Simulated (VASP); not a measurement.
# Nb (Pm-3m) in VASP: further runs

Nb is run at these levels: PBE; tasks: single point, relaxation of cell and atoms.

All numbers are computed with VASP 6.6.1; they aren't measurements. Logs are shortened: lines on timing, memory, paths and dates and some standing lists are left out, and cuts for length are marked.

### Step 1. The cell of the first run

It takes space group Pm-3m (No. 221, cubic). The conventional cell has a = 2.273 Å, b = 2.273 Å, c = 2.273 Å, α = 90.00°, β = 90.00°, γ = 90.00°. Nb (site symmetry m-3m) has 6 Nb at 2.27 Å within 3.0 Å.

### Step 2. Single point, PBE

Contents of INCAR:

```
PREC = Accurate ; ENCUT = 520
EDIFF = 1E-6 ; ISMEAR = -1
SIGMA = 0.1 ; LREAL = F
LASPH = T ; NELM = 80
ALGO = Normal ; ISIF = 2
LWAVE = F ; LCHARG = F
GGA = PE ; NBANDS = 12
```

Contents of KPOINTS:

```
regular mesh
0
Gamma
  17 17 17
```

Contents of POSCAR:

```
Nb
1.0
    2.2728892369      0.0000000000      0.0000000000
    0.0000000000      2.2728892369      0.0000000000
    0.0000000000      0.0000000000      2.2728892369
Nb
1
Direct
    0.0000000000      0.0000000000      0.0000000000
```

Potentials or basis: VASP PAW PBE potentials, release 64 (Nb_sv).

Run with:

```bash
cat potpaw_PBE.64/Nb_sv/POTCAR > POTCAR
mpirun -np 1 vasp_std > vasp.out
```

OUTCAR:

```text
PREC = Accurate
   ENCUT = 520
   EDIFF = 1E-6
   ISMEAR = -1
   LREAL = F
   LASPH = T
   NELM = 80
   ISIF = 2
   GGA = PE

 ion  position               nearest neighbor table
   1  0.000  0.000  0.000-

  LATTYP: Found a simple cubic cell.
 ALAT       =     2.2728892369

  Lattice vectors:

 A1 = (   2.2728892369,   0.0000000000,   0.0000000000)
 A2 = (   0.0000000000,   2.2728892369,   0.0000000000)
 A3 = (   0.0000000000,   0.0000000000,   2.2728892369)

Analysis of symmetry for initial positions (statically):
=====================================================================
 Subroutine PRICEL returns:
 Original cell was already a primitive cell.

 Routine SETGRP: Setting up the symmetry group for a
 simple cubic supercell.

 Subroutine GETGRP returns: Found 48 space group operations
[... 9 lines left out ...]

 Routine SETGRP: Setting up the symmetry group for a
 simple cubic supercell.

 Subroutine GETGRP returns: Found 48 space group operations
[... 11 lines left out ...]
                                     Primitive cell

  volume of cell :      11.7418

  direct lattice vectors                    reciprocal lattice vectors
     2.272889237  0.000000000  0.000000000     0.439968646  0.000000000  0.000000000
     0.000000000  2.272889237  0.000000000     0.000000000  0.439968646  0.000000000
     0.000000000  0.000000000  2.272889237     0.000000000  0.000000000  0.439968646

  length of vectors
     2.272889237  2.272889237  2.272889237     0.439968646  0.439968646  0.439968646

  position of ions in fractional coordinates (direct lattice)
     0.000000000  0.000000000  0.000000000

  ion indices of the primitive-cell ions
   primitive index   ion index
                 1           1

----------------------------------------------------------------------------------------

 KPOINTS: regular mesh

Automatic generation of k-mesh.
 Grid dimensions read from file:
 generate k-points for:   17   17   17

 Generating k-lattice:

  Cartesian coordinates                     Fractional coordinates (reciprocal lattice)
     0.025880509  0.000000000  0.000000000     0.058823529  0.000000000  0.000000000
     0.000000000  0.025880509  0.000000000     0.000000000  0.058823529  0.000000000
     0.000000000  0.000000000  0.025880509     0.000000000  0.000000000  0.058823529

  Length of vectors
     0.025880509  0.025880509  0.025880509

  Shift w.r.t. Gamma in fractional coordinates (k-lattice)
     0.000000000  0.000000000  0.000000000

 Subroutine IBZKPT returns following result:
 ===========================================

 Found    165 irreducible k-points:

 Following reciprocal coordinates:
            Coordinates               Weight
  0.000000  0.000000  0.000000      1.000000
  0.058824  0.000000  0.000000      6.000000
  0.117647  0.000000  0.000000      6.000000
  0.176471  0.000000  0.000000      6.000000
  0.235294  0.000000  0.000000      6.000000
  0.294118  0.000000  0.000000      6.000000
[... 16 lines left out ...]
  0.411765  0.117647  0.000000     24.000000
  0.470588  0.117647  0.000000     24.000000
 [... further k-points ...]
   k-points           NKPTS =    165   k-points in BZ     NKDIM =    165   number of bands    NBANDS=     12
   number of dos      NEDOS =    301   number of ions     NIONS =      1
   total plane-waves  NPLWV =   5832
   dimension x,y,z NGX =    18 NGY =   18 NGZ =   18
   dimension x,y,z NGXF=    36 NGYF=   36 NGZF=   36
   ions per type =               1
   NGX,Y,Z   is equivalent  to a cutoff of  13.17, 13.17, 13.17 a.u.
   NGXF,Y,Z  is equivalent  to a cutoff of  26.33, 26.33, 26.33 a.u.
 SYSTEM =  unknown system
   PREC   = accura    normal or accurate (medium, high low for compatibility)
   ISTART =      0    job   : 0-new  1-cont  2-samecut
   ICHARG =      2    charge: 1-file 2-atom 10-const
   ISPIN  =      1    spin polarized calculation?
   LNONCOLLINEAR =      F non collinear calculations
   LSORBIT =      F    spin-orbit coupling
   LASPH  =      T    aspherical Exc in radial PAW
   ENCUT  =  520.0 eV  38.22 Ry    6.18 a.u.   4.23  4.23  4.23*2*pi/ulx,y,z
   NELM   =     80;   NELMIN=  2; NELMDL= -5     # of ELM steps
   EDIFF  = 0.1E-05   stopping-criterion for ELM
   LREAL  =      F    real-space projection
   EDIFFG = 0.1E-04   stopping-criterion for IOM
   NSW    =      0    number of steps for IOM
   IBRION =     -1    ionic relax: 0-MD 1-quasi-New 2-CG
   NFREE  =      0    steps in history (QN), initial steepest desc. (CG)
   ISIF   =      2    stress and relaxation
   ISYM   =      2    0-nonsym 1-usesym 2-fastsym
   POTIM  = 0.5000    time-step for ionic-motion
   TEBEG  =    0.0;   TEEND  =   0.0 temperature during run
   PSTRESS=    0.0 pullay stress
   NELECT =      13.0000    total number of electrons
   NUPDOWN=      -1.0000    fix difference up-down
   EMIN   =  10.00;   EMAX   =-10.00  energy-range for DOS
   EFERMI =   0.00;   METHOD = LEGACY
   ISMEAR =    -1;   SIGMA  =   0.10  broadening in eV -4-tet -1-fermi 0-gaus
   EFERMI_NEDOS =   21; number of points for ismear=-14 and -15
   IALGO  =     38    algorithm
   IMIX   =      4    mixing-type and parameters
     AMIX     =   0.40;   BMIX     =  1.00
     AMIX_MAG =   1.60;   BMIX_MAG =  1.00
  volume/ion in A,a.u.               =      11.74        79.24
  Fermi-wavevector in a.u.,A,eV,Ry     =   1.693601  3.200441 39.025361  2.868283
  Thomas-Fermi vector in A             =   2.774977
   LORBIT       =      0    0 simple, 1 ext, 2 COOP (PROOUT), +10 PAW based schemes
   GGA     = PE    functional components
   LHFCALC =     F    Hartree Fock is set to
   AEXX    =    0.0000 exact exchange contribution
   IVDW    =     0    specifies the selected vdW correction
   LEPSILON=     F    determine dielectric tensor
   LRPA    =     F    only Hartree local field effects (RPA)
 non-spin polarized calculation
  energy-cutoff  :      520.00
  volume of cell :       11.74
 maximum number of plane-waves:       323
 NGX is ok and might be reduce to    18
   NGX =  9   NGY =  9   NGZ =  9

 number of electron      12.9999999 magnetization

 Free energy of the ion-electron system (eV)
  ---------------------------------------------------
  ext. energy  EPLUGINS =         0.00000000
  ---------------------------------------------------
  free energy    TOTEN  =        -5.89379111 eV

  energy without entropy =       -5.86667531  energy(sigma->0) =       -5.88023321

 E-fermi :  18.8408     XC(G=0): -14.7767

 val. band max:       18.8286666645   @ k =   0.3529   0.1765   0.0000
 cond. band min:      18.8587191036   @ k =   0.4706   0.4706   0.1176
 fundamental gap:      0.0300524391
 Fermi energy:        18.8408186187

 k-point     1 :       0.0000    0.0000    0.0000
  band No.  band energies     occupation
      1     -37.2401      2.00000
      2      -9.9492      2.00000
      3      -9.9492      2.00000
      4      -9.9492      2.00000
      5      12.6003      2.00000
      6      12.8106      2.00000
      7      12.8106      2.00000
      8      27.7981      0.00000
      9      27.7981      0.00000
     10      27.7981      0.00000
     11      38.7692      0.00000
     12      38.7692      0.00000

 k-point     2 :       0.0588    0.0000    0.0000
  band No.  band energies     occupation
      1     -37.2067      2.00000
      2     -10.1891      2.00000
      3      -9.9293      2.00000
      4      -9.9293      2.00000
      5      12.7267      2.00000
      6      12.8594      2.00000
      7      13.1619      2.00000
      8      27.3976      0.00000
      9      27.3976      0.00000
     10      27.8236      0.00000
     11      38.0741      0.00000
     12      39.1805      0.00000

 k-point     3 :       0.1176    0.0000    0.0000
  band No.  band energies     occupation
      1     -37.1095      2.00000
      2     -10.8451      2.00000
      3      -9.8716      2.00000
      4      -9.8716      2.00000
      5      12.9770      2.00000
      6      13.0019      2.00000
      7      14.2659      2.00000
      8      26.3941      0.00000
      9      26.3941      0.00000
     10      27.8972      0.00000
     11      36.5134      0.00000
     12      40.1859      0.00000

 k-point     4 :       0.1765    0.0000    0.0000
  band No.  band energies     occupation
      1     -36.9584      2.00000
      2     -11.7674      2.00000
      3      -9.7831      2.00000
      4      -9.7831      2.00000
      5      13.2268      2.00000
      6      13.3635      2.00000
      7      15.8987      2.00000
      8      25.1347      0.00000
      9      25.1347      0.00000
     10      28.0109      0.00000
     11      34.7947      0.00000
     12      39.7365      0.00000

 k-point     5 :       0.2353    0.0000    0.0000
  band No.  band energies     occupation
      1     -36.7696      2.00000
      2     -12.7906      2.00000
      3      -9.6746      2.00000
      4      -9.6746      2.00000
      5      13.5129      2.00000
      6      13.8825      2.00000
      7      17.7591      1.99996
      8      23.8680      0.00000
      9      23.8680      0.00000
     10      28.1515      0.00000
     11      33.3547      0.00000
     12      37.6051      0.00000
[... 228 lines left out ...]
      1     -36.4385      2.00000
      2     -13.6629      2.00000
      3     -10.4054      2.00000
      4      -9.4861      2.00000
      5      14.3168      2.00000
      6      15.4945      2.00000
      7      18.6263      1.79053
      8      22.6456      0.00000
      9      22.8885      0.00000
     10      27.0695      0.00000
     11      33.3069      0.00000
     12      37.3389      0.00000

 k-point    22 :       0.3529    0.1176    0.0000
  band No.  band energies     occupation
      1     -36.2485      2.00000
      2     -14.4909      2.00000
      3     -10.2864      2.00000
      4      -9.3822      2.00000
      5      14.7020      2.00000
      6      15.9798      2.00000
      7      18.5112      1.92863
      8      21.9941      0.00000
      9      23.2878      0.00000
     10      27.2356      0.00000
     11      33.1960      0.00000
     12      36.0652      0.00000

 k-point    23 :       0.4118    0.1176    0.0000
  band No.  band energies     occupation
      1     -36.1002      2.00000
      2     -15.0896      2.00000
      3     -10.1951      2.00000
      4      -9.3027      2.00000
      5      15.0010      2.00000
      6      16.4823      2.00000
      7      18.0264      1.99942
      8      21.3701      0.00000
      9      23.7493      0.00000
     10      27.3653      0.00000
     11      34.1040      0.00000
     12      35.2333      0.00000

 k-point    24 :       0.4706    0.1176    0.0000
  band No.  band energies     occupation
      1     -36.0186      2.00000
      2     -15.4034      2.00000
      3     -10.1456      2.00000
      4      -9.2597      2.00000
      5      15.1643      2.00000
      6      16.9282      2.00000
      7      17.5744      1.99999
      8      21.0500      0.00000
      9      23.8484      0.00000
     10      27.4365      0.00000
     11      34.5231      0.00000
     12      35.6519      0.00000

 [... further k-points ...]
[... 5 lines left out ...]
  --------------------------------------------------------------------------------------
  -------------------------------------------------------------------------------------
  Total       14.6840364     14.6840364     14.6840364      0.0000000      0.0000000      0.0000000
  in kB     2003.6470383   2003.6470383   2003.6470383      0.0000000      0.0000000      0.0000000
  external PRESSURE =    2003.6470383 kB  Pullay stress =       0.0000000 kB

 VOLUME and BASIS-vectors are now :
 -----------------------------------------------------------------------------
  energy-cutoff  :      520.00
  volume of cell :       11.74
      direct lattice vectors                 reciprocal lattice vectors
     2.272889237  0.000000000  0.000000000     0.439968646  0.000000000  0.000000000
     0.000000000  2.272889237  0.000000000     0.000000000  0.439968646  0.000000000
     0.000000000  0.000000000  2.272889237     0.000000000  0.000000000  0.439968646

 POSITION                                       TOTAL-FORCE (eV/Angst)
 -----------------------------------------------------------------------------------
      0.00000      0.00000      0.00000         0.000000      0.000000      0.000000
 -----------------------------------------------------------------------------------
    total drift:                               -0.000000      0.000000      0.000000

  FREE ENERGIE OF THE ION-ELECTRON SYSTEM (eV)
  ---------------------------------------------------
  free  energy   TOTEN  =        -5.8937911102 eV

  energy  without entropy=       -5.8666753097  energy(sigma->0) =       -5.88023321
```

It took 11 s on 1 thread of Intel Xeon 6975P-C, shared host; peak memory 0.14 GiB.

Results:

| Item | Value |
| --- | --- |
| Free energy | -5.8938 eV |
| Pressure | 200.4 GPa |

Levels at points of the mesh, in eV from the Fermi level:
| k point | band 5 | band 6 | band 7 | band 8 | band 9 | band 10 |
| --- | --- | --- | --- | --- | --- | --- |
| (0.00, 0.00, 0.00) | -6.24 | -6.03 | -6.03 | 8.96 | 8.96 | 8.96 |

### Step 3. Single point, PBE

Contents of INCAR:

```
SYSTEM = Nb
ALGO = Normal
EDIFF = 1E-6
ENCUT = 520
GGA = PE
ISIF = 2
ISMEAR = -1
LASPH = .TRUE.
LCHARG = .TRUE.
LELF = .TRUE.
LREAL = .FALSE.
LVHAR = .TRUE.
LWAVE = .FALSE.
NBANDS = 12
NELM = 100
PREC = Accurate
SIGMA = 0.1
```

Contents of KPOINTS:

```
k-points
0
G
  17 17 17
  0 0 0
```

Contents of POSCAR:

```
Nb
1.0
    2.2730278778      0.0000000000      0.0000000000
    0.0000000000      2.2730278778      0.0000000000
    0.0000000000      0.0000000000      2.2730278778
Nb
1
Direct
    0.0000000000      0.0000000000      0.0000000000
```

Potentials or basis: VASP PAW PBE potentials, release 64 (Nb_sv).

Run with:

```bash
cat potpaw_PBE.64/Nb_sv/POTCAR > POTCAR
mpirun -np 1 vasp_std > vasp.out
```

Run time: 12 s. Hardware: 1 thread of Intel Xeon 6975P-C, shared host; peak memory 0.13 GiB.

Results (log left out):

- Free energy: -5.8965 eV
- Pressure: 200.2 GPa

Levels at points of the mesh, in eV from the Fermi level:
```csv
k point,band 3,band 4,band 5,band 6,band 7,band 8,band 9,band 10,band 11,band 12
"(0.00, 0.00, 0.00)",-28.79,-28.79,-6.24,-6.03,-6.03,8.96,8.96,8.96,19.93,19.93
```

[end of part 1 of 2]
